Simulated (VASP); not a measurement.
# C in VASP: notebook

The runs below take C through single point, with r2SCAN+rVV10.

Program: VASP 6.6.1. These are calculated values, not measurements. Logs are shortened: lines on timing, memory, paths and dates and some standing lists are left out, and cuts for length are marked.

**1. The cell of the first run**

It takes space group Cmme (No. 67, orthorhombic). Conventional cell: a = 2.456 Å, b = 4.254 Å, c = 7.173 Å, α = 90.00°, β = 90.00°, γ = 90.00°. Within 1.9 Å of C (site symmetry m) lie 3 C at 1.42 Å.

**2. Single point, r2SCAN+rVV10**

POSCAR

```
C
1.0
    1.2280479700     -2.1270618200      0.0000000000
    1.2280479700      2.1270618200      0.0000000000
    0.0000000000      0.0000000000      7.1732677600
C
4
Direct
    0.5833794600      0.4166205400      0.7531376000
    0.0833794600      0.9166205400      0.2468624000
    0.4166205400      0.5833794600      0.2468624000
    0.9166205400      0.0833794600      0.7531376000
```

INCAR.step1

```
SYSTEM = C
ALGO = Normal ; EDIFF = 1E-5
ENCUT = 660 ; GGA = PE
GGA_COMPAT = .False. ; ISMEAR = 0
LASPH = .True. ; LCHARG = .False.
LREAL = .False. ; LWAVE = .True.
NBANDS = 16 ; NELM = 120
PREC = Accurate ; SIGMA = 0.1
```

INCAR.step2

```
SYSTEM = C
ALGO = Normal ; BPARAM = 11.95
CPARAM = 0.0093 ; EDIFF = 1E-6
ENCUT = 660 ; GGA_COMPAT = .False.
ISIF = 2 ; ISMEAR = 0
ISTART = 1 ; IVDW_NL = 2
LASPH = .True. ; LCHARG = .False.
LMIXTAU = .True. ; LREAL = .False.
LUSE_VDW = .True. ; LWAVE = .False.
METAGGA = R2SCAN ; NBANDS = 16
NELM = 120 ; PREC = Accurate
SIGMA = 0.1
```

KPOINTS

```
k-points
0
Gamma
  9 9 4
  0 0 0
```

Potentials or basis: VASP PAW PBE potentials, release 64 (C).

Started as:

```
cat potpaw_PBE.64/C/POTCAR > POTCAR
cp INCAR.step1 INCAR
mpirun -np 1 vasp_std > vasp.out
cp INCAR.step2 INCAR
mpirun -np 1 vasp_std > vasp.out
```

OUTCAR:

```text
SYSTEM = C
   BPARAM = 11.95
   EDIFF = 1E-6
   ENCUT = 660
   ISIF = 2
   ISMEAR = 0
   ISTART = 1
   IVDW_NL = 2
   LASPH = .True.
   LREAL = .False.
   METAGGA = R2SCAN
   NELM = 120
   PREC = Accurate

 ion  position               nearest neighbor table
   1  0.583  0.417  0.753-   4 1.42   4 1.42   4 1.42
   2  0.083  0.917  0.247-   3 1.42   3 1.42   3 1.42
   3  0.417  0.583  0.247-   2 1.42   2 1.42   2 1.42
   4  0.917  0.083  0.753-   1 1.42   1 1.42   1 1.42

  LATTYP: Found a hexagonal cell.
 ALAT       =     2.4561135566
 C/A-ratio  =     2.9205765918

  Lattice vectors:

 A1 = (   1.2280479700,  -2.1270618200,   0.0000000000)
 A2 = (   1.2280479700,   2.1270618200,   0.0000000000)
 A3 = (   0.0000000000,   0.0000000000,   7.1732677600)

Analysis of symmetry for initial positions (statically):
=====================================================================
 Subroutine PRICEL returns:
 Original cell was already a primitive cell.

 Routine SETGRP: Setting up the symmetry group for a
 hexagonal supercell.

 Subroutine GETGRP returns: Found  8 space group operations
 (whereof  4 operations were pure point group operations)
 out of a pool of 24 trial point group operations.

The static configuration has the point symmetry C_2h.
 The point group associated with its full space group is D_2h.

Analysis of symmetry for dynamics (positions and initial velocities):
=====================================================================
 Subroutine PRICEL returns:
 Original cell was already a primitive cell.

 Routine SETGRP: Setting up the symmetry group for a
 hexagonal supercell.

 Subroutine GETGRP returns: Found  8 space group operations
 (whereof  4 operations were pure point group operations)
 out of a pool of 24 trial point group operations.

The dynamic configuration has the point symmetry C_2h.
 The point group associated with its full space group is D_2h.

 Subroutine INISYM returns: Found  8 space group operations
 (whereof  4 operations are pure point group operations),
 and found     1 'primitive' translations

----------------------------------------------------------------------------------------

                                     Primitive cell

  volume of cell :      37.4751

  direct lattice vectors                    reciprocal lattice vectors
     1.228047970 -2.127061820  0.000000000     0.407150219 -0.235066041  0.000000000
     1.228047970  2.127061820  0.000000000     0.407150219  0.235066041  0.000000000
     0.000000000  0.000000000  7.173267760     0.000000000  0.000000000  0.139406479

  length of vectors
     2.456113557  2.456113557  7.173267760     0.470135453  0.470135453  0.139406479

  position of ions in fractional coordinates (direct lattice)
     0.583379460  0.416620540  0.753137600
     0.083379460  0.916620540  0.246862400
     0.416620540  0.583379460  0.246862400
     0.916620540  0.083379460  0.753137600

  ion indices of the primitive-cell ions
   primitive index   ion index
                 1           1
                 2           2
                 3           3
                 4           4

----------------------------------------------------------------------------------------

 KPOINTS: k-points

Automatic generation of k-mesh.
 Grid dimensions read from file:
 generate k-points for:    9    9    4

 Generating k-lattice:

  Cartesian coordinates                     Fractional coordinates (reciprocal lattice)
     0.045238913 -0.026118449  0.000000000     0.111111111  0.000000000  0.000000000
     0.045238913  0.026118449  0.000000000     0.000000000  0.111111111  0.000000000
     0.000000000  0.000000000  0.034851620     0.000000000  0.000000000  0.250000000

  Length of vectors
     0.052237273  0.052237273  0.034851620

  Shift w.r.t. Gamma in fractional coordinates (k-lattice)
     0.000000000  0.000000000  0.000000000

 Subroutine IBZKPT returns following result:
 ===========================================

 Found     75 irreducible k-points:

 Following reciprocal coordinates:
            Coordinates               Weight
  0.000000  0.000000  0.000000      1.000000
  0.111111  0.000000  0.000000      4.000000
 -0.111111  0.111111  0.000000      2.000000
  0.222222  0.000000  0.000000      4.000000
 -0.222222  0.222222  0.000000      2.000000
  0.333333  0.000000  0.000000      4.000000
[... 16 lines left out ...]
 -0.222222 -0.444444  0.000000      4.000000
  0.444444  0.333333  0.000000      4.000000
 [... further k-points ...]
   k-points           NKPTS =     75   k-points in BZ     NKDIM =     75   number of bands    NBANDS=     16
   number of dos      NEDOS =    301   number of ions     NIONS =      4
   total plane-waves  NPLWV =  34560
   dimension x,y,z NGX =    24 NGY =   24 NGZ =   60
   dimension x,y,z NGXF=    48 NGYF=   48 NGZF=  120
   ions per type =               4
   NGX,Y,Z   is equivalent  to a cutoff of  16.24, 16.24, 13.91 a.u.
   NGXF,Y,Z  is equivalent  to a cutoff of  32.49, 32.49, 27.81 a.u.
 SYSTEM =  C
   PREC   = accura    normal or accurate (medium, high low for compatibility)
   ISTART =      1    job   : 0-new  1-cont  2-samecut
   ICHARG =      0    charge: 1-file 2-atom 10-const
   ISPIN  =      1    spin polarized calculation?
   LNONCOLLINEAR =      F non collinear calculations
   LSORBIT =      F    spin-orbit coupling
   LASPH  =      T    aspherical Exc in radial PAW
   ENCUT  =  660.0 eV  48.51 Ry    6.96 a.u.   5.14  5.14 15.03*2*pi/ulx,y,z
   NELM   =    120;   NELMIN=  2; NELMDL=  0     # of ELM steps
   EDIFF  = 0.1E-05   stopping-criterion for ELM
   LREAL  =      F    real-space projection
   EDIFFG = 0.1E-04   stopping-criterion for IOM
   NSW    =      0    number of steps for IOM
   IBRION =     -1    ionic relax: 0-MD 1-quasi-New 2-CG
   NFREE  =      0    steps in history (QN), initial steepest desc. (CG)
   ISIF   =      2    stress and relaxation
   ISYM   =      2    0-nonsym 1-usesym 2-fastsym
   POTIM  = 0.5000    time-step for ionic-motion
   TEBEG  =    0.0;   TEEND  =   0.0 temperature during run
   PSTRESS=    0.0 pullay stress
   NELECT =      16.0000    total number of electrons
   NUPDOWN=      -1.0000    fix difference up-down
   EMIN   =  10.00;   EMAX   =-10.00  energy-range for DOS
   EFERMI =   0.00;   METHOD = LEGACY
   ISMEAR =     0;   SIGMA  =   0.10  broadening in eV -4-tet -1-fermi 0-gaus
   EFERMI_NEDOS =   21; number of points for ismear=-14 and -15
   IALGO  =     38    algorithm
   IMIX   =      4    mixing-type and parameters
     AMIX     =   0.40;   BMIX     =  1.00
     AMIX_MAG =   1.60;   BMIX_MAG =  1.00
  volume/ion in A,a.u.               =       9.37        63.22
  Fermi-wavevector in a.u.,A,eV,Ry     =   1.232728  2.329519 20.675669  1.519619
  Thomas-Fermi vector in A             =   2.367487
   LORBIT       =      0    0 simple, 1 ext, 2 COOP (PROOUT), +10 PAW based schemes
   METAGGA = R2SCAN    functional components
   LHFCALC =     F    Hartree Fock is set to
   AEXX    =    0.0000 exact exchange contribution
   IVDW_NL    =     2    kernel type
   BPARAM     =11.9500
   IVDW    =     0    specifies the selected vdW correction
   LEPSILON=     F    determine dielectric tensor
   LRPA    =     F    only Hartree local field effects (RPA)
 non-spin polarized calculation
 Gauss-broadening in eV      SIGMA  =   0.10
  energy-cutoff  :      660.00
  volume of cell :       37.48
 maximum number of plane-waves:      1458
 NGX is ok and might be reduce to    24
   NGX = 11   NGY = 11   NGZ = 31

 number of electron      16.0000000 magnetization

 Free energy of the ion-electron system (eV)
  ---------------------------------------------------
  ext. energy  EPLUGINS =         0.00000000
  ---------------------------------------------------
  free energy    TOTEN  =       -39.41653253 eV

  energy without entropy =      -39.41479696  energy(sigma->0) =      -39.41566475

 E-fermi :   4.1031     XC(G=0): -10.7497

 val. band max:        4.0896984972   @ k =   0.3333   0.3333   0.5000
 cond. band min:       4.1148383533   @ k =   0.3333   0.3333   0.5000
 fundamental gap:      0.0251398561
 Fermi energy:         4.1030815072

 k-point     1 :       0.0000    0.0000    0.0000
  band No.  band energies     occupation
      1     -16.8233      2.00000
      2     -16.6470      2.00000
      3      -4.7166      2.00000
      4      -3.2692      2.00000
      5       0.8860      2.00000
      6       0.8921      2.00000
[... 8 lines left out ...]
     15      16.5854      0.00000
     16      16.6768      0.00000

 k-point     2 :       0.1111    0.0000    0.0000
  band No.  band energies     occupation
      1     -16.5116      2.00000
      2     -16.3386      2.00000
      3      -4.3396      2.00000
      4      -2.9089      2.00000
      5      -0.3204      2.00000
      6      -0.2952      2.00000
[... 8 lines left out ...]
     15      15.4293      0.00000
     16      15.6286      0.00000

 k-point     3 :      -0.1111    0.1111    0.0000
  band No.  band energies     occupation
      1     -16.5117      2.00000
      2     -16.3386      2.00000
      3      -4.3400      2.00000
      4      -2.9081      2.00000
      5      -0.3257      2.00000
      6      -0.3060      2.00000
[... 8 lines left out ...]
     15      15.5225      0.00000
     16      15.5361      0.00000

 k-point     4 :       0.2222    0.0000    0.0000
  band No.  band energies     occupation
      1     -15.5835      2.00000
      2     -15.4200      2.00000
      3      -3.2242      2.00000
      4      -3.0735      2.00000
      5      -3.0230      2.00000
      6      -1.8510      2.00000
[... 8 lines left out ...]
     15      17.3275      0.00000
     16      17.3277      0.00000

 k-point     5 :      -0.2222    0.2222    0.0000
  band No.  band energies     occupation
      1     -15.5837      2.00000
      2     -15.4199      2.00000
      3      -3.2271      2.00000
      4      -3.0772      2.00000
      5      -3.0303      2.00000
      6      -1.8457      2.00000
[... 8 lines left out ...]
     15      17.2913      0.00000
     16      17.3467      0.00000

 k-point     6 :       0.3333    0.0000    0.0000
  band No.  band energies     occupation
      1     -14.0616      2.00000
      2     -13.9143      2.00000
      3      -6.2193      2.00000
      4      -6.1419      2.00000
      5      -2.0445      2.00000
      6      -2.0442      2.00000
[... 8 lines left out ...]
     15      19.7801      0.00000
     16      21.3498      0.00000
[... 267 lines left out ...]
 k-point    21 :      -0.2222    0.4444    0.0000
  band No.  band energies     occupation
      1     -13.1719      2.00000
      2     -13.0324      2.00000
      3      -6.2569      2.00000
      4      -6.2568      2.00000
      5      -4.5446      2.00000
      6      -4.5429      2.00000
[... 8 lines left out ...]
     15      17.1288      0.00000
     16      17.2041      0.00000

 k-point    22 :       0.3333    0.2222    0.0000
  band No.  band energies     occupation
      1     -11.2010      2.00000
      2     -11.0929      2.00000
      3      -8.5389      2.00000
      4      -8.4461      2.00000
      5      -5.6453      2.00000
      6      -5.5835      2.00000
[... 8 lines left out ...]
     15      16.5466      0.00000
     16      17.2995      0.00000

 k-point    23 :      -0.2222   -0.4444    0.0000
  band No.  band energies     occupation
      1     -11.2023      2.00000
      2     -11.0913      2.00000
      3      -8.5283      2.00000
      4      -8.4599      2.00000
      5      -5.6388      2.00000
      6      -5.5867      2.00000
[... 8 lines left out ...]
     15      17.1465      0.00000
     16      17.2926      0.00000

 k-point    24 :       0.4444    0.3333    0.0000
  band No.  band energies     occupation
      1     -11.2066      2.00000
      2     -11.0853      2.00000
      3      -8.5343      2.00000
      4      -8.4614      2.00000
      5      -5.6352      2.00000
      6      -5.5838      2.00000
[... 8 lines left out ...]
     15      17.3150      0.00000
     16      17.3215      0.00000

 [... further k-points ...]
[... 5 lines left out ...]
  --------------------------------------------------------------------------------------
  -------------------------------------------------------------------------------------
  Total        0.1243159      0.0299277     -0.5899149      0.0000000      0.0000000      0.0000000
  in kB        5.3148965      1.2795044    -25.2207171      0.0000000      0.0000000      0.0000000
  external PRESSURE =      -6.2087720 kB  Pullay stress =       0.0000000 kB

 VOLUME and BASIS-vectors are now :
 -----------------------------------------------------------------------------
  energy-cutoff  :      660.00
  volume of cell :       37.48
      direct lattice vectors                 reciprocal lattice vectors
     1.228047970 -2.127061820  0.000000000     0.407150219 -0.235066041  0.000000000
     1.228047970  2.127061820  0.000000000     0.407150219  0.235066041  0.000000000
     0.000000000  0.000000000  7.173267760     0.000000000  0.000000000  0.139406479

 POSITION                                       TOTAL-FORCE (eV/Angst)
 -----------------------------------------------------------------------------------
      1.22805     -0.35471      5.40246         0.000000      0.020666     -0.003410
      1.22805      1.77236      1.77081         0.000000      0.020666      0.003410
      1.22805      0.35471      1.77081         0.000000     -0.020666      0.003410
      1.22805     -1.77236      5.40246         0.000000     -0.020666     -0.003410
 -----------------------------------------------------------------------------------
    total drift:                                0.000000     -0.000000      0.000000

  FREE ENERGIE OF THE ION-ELECTRON SYSTEM (eV)
  ---------------------------------------------------
  free  energy   TOTEN  =       -39.4165325267 eV

  energy  without entropy=      -39.4147969641  energy(sigma->0) =      -39.41566475
```

Wall time 3.7 min (1 thread of Oxide Virtual Turin-like, shared host); peak memory 0.31 GiB.

What came out:

| Item | Value |
| --- | --- |
| Free energy | -39.4165 eV |
| Pressure | -0.6 GPa |
| Largest force | 0.021 eV/Å |

Forces on the atoms (eV/Å):
```
C    0.000  0.021 -0.003
C    0.000  0.021  0.003
C    0.000 -0.021  0.003
C    0.000 -0.021 -0.003
```

Stress tensor (GPa, compression positive):
```
 0.53  0.00  0.00
 0.00  0.13  0.00
 0.00  0.00 -2.52
```

Caveat: the PAW data sets were made with another functional, which shifts forces and pressure a little.

**3. Single point, r2SCAN+rVV10**

This run uses another cell than the first one, of 8.79 Å³/atom.

POSCAR

```
C
1.0
    1.2279024891     -2.1255882840      0.0000000000
    1.2279024891      2.1255882840      0.0000000000
    0.0000000000      0.0000000000      6.7378804150
C
4
Direct
    0.5833179139      0.4166820861      0.7499908331
    0.0833179139      0.9166820861      0.2500091669
    0.4166820861      0.5833179139      0.2500091669
    0.9166820861      0.0833179139      0.7499908331
```

INCAR.step1

```
PREC = Accurate
ENCUT = 660
ISMEAR = 0
SIGMA = 0.1
LREAL = False
LASPH = True
NELM = 120
NBANDS = 16
GGA = PE
ALGO = Normal
EDIFF = 1E-5
LWAVE = True
LCHARG = False
GGA_COMPAT = False
```

INCAR.step2

```
PREC = Accurate
ENCUT = 660
EDIFF = 1E-6
ISMEAR = 0
SIGMA = 0.1
LREAL = False
LASPH = True
NELM = 120
ALGO = Normal
ISIF = 2
LWAVE = False
LCHARG = False
METAGGA = R2SCAN
LMIXTAU = True
LUSE_VDW = True
IVDW_NL = 2
BPARAM = 11.95
CPARAM = 0.0093
NBANDS = 16
ISTART = 1
GGA_COMPAT = False
```

KPOINTS

```
Automatic mesh
0
Gamma
  21 21 6
```

Potentials or basis: VASP PAW PBE potentials, release 64 (C).

Started as:

```
cat potpaw_PBE.64/C/POTCAR > POTCAR
cp INCAR.step1 INCAR
mpirun -np 1 vasp_std > vasp.out
cp INCAR.step2 INCAR
mpirun -np 1 vasp_std > vasp.out
```

It took 16 min on 1 thread of Oxide Virtual Turin-like, shared host; peak memory 0.48 GiB.

The run converged. Its results:

| Property | Result |
| --- | --- |
| Free energy | -39.4505 eV |
| Pressure | 0.1 GPa |

Stress tensor (GPa, compression positive):
```
 0.43  0.00  0.00
 0.00  0.43  0.00
 0.00  0.00 -0.57
```

Caveat: the PAW data sets were made with another functional, which shifts forces and pressure a little.
